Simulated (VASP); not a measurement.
Wanted: the native input for a VASP 6.6.1 run.

* Task: density of states
* Functional: PBE
* Potentials or basis: VASP PAW PBE potentials, release 64 (Ti_sv, Al, B)
* Cutoff: 520 eV
* k mesh: 12 × 12 × 1
* Occupations: gaussian, width 0.1 eV
* Spin: no spin polarisation
* Dipole correction: yes
* k mesh for the DOS: 18 × 18 × 1
* Occupations for the DOS: tetrahedron
* Further INCAR settings: ALGO = Normal; EDIFF = 1e-06; NBANDS = 20

Sheet: TiAl2B2, a sheet with vacuum.

```xyz
5
Lattice="3.8713 0.0000 0.0000 -1.9357 3.3527 0.0000 0.0000 0.0000 31.0880" Properties=species:S:1:pos:R:3 pbc="T T T"
Ti    0.0000    0.0000    8.5785
Al    0.0000    2.2351   10.3971
Al    1.9357    1.1176   10.3971
B     0.0000    2.2351    7.7027
B     1.9357    1.1176    7.7027
```

The input as run:

POSCAR

```
TiAl2B2
1.0
    3.8713453721     -0.0000000033      0.0000000000
   -1.9356726832      3.3526834407      0.0000000000
    0.0000000000      0.0000000000     31.0879998400
Ti Al B
1 2 2
Direct
    0.0000000000      0.0000000000      0.2759424507
    0.3333333333      0.6666666667      0.3344396273
    0.6666666667      0.3333333333      0.3344396273
    0.3333333333      0.6666666667      0.2477705725
    0.6666666667      0.3333333333      0.2477705725
```

INCAR.step1

```
  PREC = Accurate
  ENCUT = 520
  EDIFF = 1E-6
  ISMEAR = 0
  SIGMA = 0.1
  LREAL = False
  LASPH = True
  NELM = 100
  ALGO = Normal
  ISIF = 2
  LWAVE = False
  LCHARG = True
  LMAXMIX = 4
  LDIPOL = True
  IDIPOL = 3
  DIPOL = 0.5 0.5 0.288
  GGA = PE
  NBANDS = 20
```

KPOINTS.step1

```
regular mesh
0
Gamma
  12 12 1
```

INCAR.step2

```
  PREC = Accurate
  ENCUT = 520
  EDIFF = 1E-6
  ISMEAR = -5
  SIGMA = 0.1
  LREAL = False
  LASPH = True
  NELM = 100
  ALGO = Normal
  ISIF = 2
  LWAVE = False
  LCHARG = False
  LMAXMIX = 4
  LDIPOL = True
  IDIPOL = 3
  DIPOL = 0.5 0.5 0.288
  GGA = PE
  LORBIT = 10
  NBANDS = 20
  NEDOS = 2001
  ICHARG = 11
```

KPOINTS.step2

```
regular mesh
0
Gamma
  18 18 1
```

Potentials or basis: VASP PAW PBE potentials, release 64 (Ti_sv, Al, B).

The run is started by

```bash
$ cat potpaw_PBE.64/Ti_sv/POTCAR potpaw_PBE.64/Al/POTCAR potpaw_PBE.64/B/POTCAR > POTCAR
$ cp INCAR.step1 INCAR
$ cp KPOINTS.step1 KPOINTS
$ mpirun -np 1 vasp_std > vasp.out
$ cp INCAR.step2 INCAR
$ cp KPOINTS.step2 KPOINTS
$ mpirun -np 1 vasp_std > vasp.out
```

It gave:

```json
{"Valence electrons inside the program's atomic spheres": "Ti 10.27; Al 0.97; B 1.52"}
```

It took 8.5 min on 1 thread of Intel(R) Xeon(R) Platinum 8559C (Emerald Rapids) (shared host), peak memory 0.65 GiB.
